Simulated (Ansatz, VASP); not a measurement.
## One calculation of Cd, two programs

```
CELL_PARAMETERS angstrom
2.95898 0.00000 0.00000
0.00000 2.95898 0.00000
0.00000 0.00000 29.13026
ATOMIC_POSITIONS crystal
Cd 0.50000 0.50000 0.24123
Cd 0.50000 0.50000 0.34236
```

Alike in both runs: functional PBE; k mesh 6 × 6 × 1; occupations gaussian, width 0.1 eV; no spin polarisation.

Ansatz relaxed the structure, and its values are those at the end. VASP's run is a single point on that final structure, the one shown.

|  | VASP | Ansatz |
| --- | --- | --- |
| version | VASP 6.6.1 | Ansatz 0.2.0 |
| potentials or method | VASP PAW PBE potentials, release 64 (Cd), cutoff 520 eV | scalar-relativistic, plane waves, PAW |
| valence electrons in the cell | 24 | 40 |

Ansatz gave:

* gap on the k mesh at the Fermi level (eV): none
* rms of the force components (eV/Å): 0.006

Question: Estimate VASP's values.

Answer: gap on the k mesh at the Fermi level (eV): none; rms of the force components (eV/Å): 0.014.

A gap of «none» marks a metal or a gap that the smearing closes. VASP's potentials hold 24 valence electrons a cell and Ansatz's 40, so a difference there can come from the potentials and not from the codes. Ansatz's warnings: slab cell height set.
